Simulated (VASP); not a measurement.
Wanted: the native input for a VASP 6.6.1 run.

| Item | Value |
| --- | --- |
| Task | relaxation of cell and atoms |
| Functional | PBE |
| Potentials or basis | VASP PAW PBE potentials, release 64 (Ta_pv, S) |
| Cutoff | 600 eV |
| k mesh | 12 × 12 × 12 |
| Occupations | gaussian, width 0.1 eV |
| Spin | no spin polarisation |
| Dipole correction | no |
| Further INCAR settings | ALGO = Normal; EDIFF = 1e-06; IBRION = 2; EDIFFG = -0.01; NSW = 100; ISIF = 3 |

The structure of Ta3S lies in POSCAR:

```
Ta3S
1.0
    4.1108364814      0.0000000000      0.0000000000
    0.0000000000      4.1108364814      0.0000000000
    0.0000000000      0.0000000000      4.1108364814
Ta S
3 1
Direct
    0.0000000000      0.5000000000      0.5000000000
    0.5000000000      0.0000000000      0.5000000000
    0.5000000000      0.5000000000      0.0000000000
    0.0000000000      0.0000000000      0.0000000000
```

One way to write it, as run:

INCAR

```
SYSTEM = Ta3S
PREC = Accurate ; ENCUT = 600
EDIFF = 1E-6 ; ISMEAR = 0
SIGMA = 0.1 ; LREAL = .FALSE.
LASPH = .TRUE. ; NELM = 100
ALGO = Normal ; ISIF = 3
LWAVE = .FALSE. ; LCHARG = .FALSE.
GGA = PE ; IBRION = 2
NSW = 100 ; EDIFFG = -0.01
```

KPOINTS

```
regular mesh
0
G
  12 12 12
  0 0 0
```

Potentials or basis: VASP PAW PBE potentials, release 64 (Ta_pv, S).

Launch:

```console
$ cat potpaw_PBE.64/Ta_pv/POTCAR potpaw_PBE.64/S/POTCAR > POTCAR
$ mpirun -np 1 vasp_std > vasp.out
```

It gave:

The relaxed volume is 17.10 Å³/atom, the relaxed cell is a = 4.090 Å, b = 4.090 Å, c = 4.090 Å, α = 90.00°, β = 90.00°, γ = 90.00° and the space group after relaxing (to 0.1 Å) is Pm-3m (No. 221). The energy gained by relaxing is 2.1 meV/atom, the ionic steps are 3 and the pressure after relaxing is 0.0 GPa. The band gap on the k mesh is zero (an odd number of electrons rules out a gap without spin polarisation).

Caveat: spin-orbit coupling is left out, which moves the levels of the heavy elements.

Wall time 2.8 min on 1 thread of AMD EPYC 9R45 96-Core Processor (Zen 5), on a shared host, peak memory 0.29 GiB.
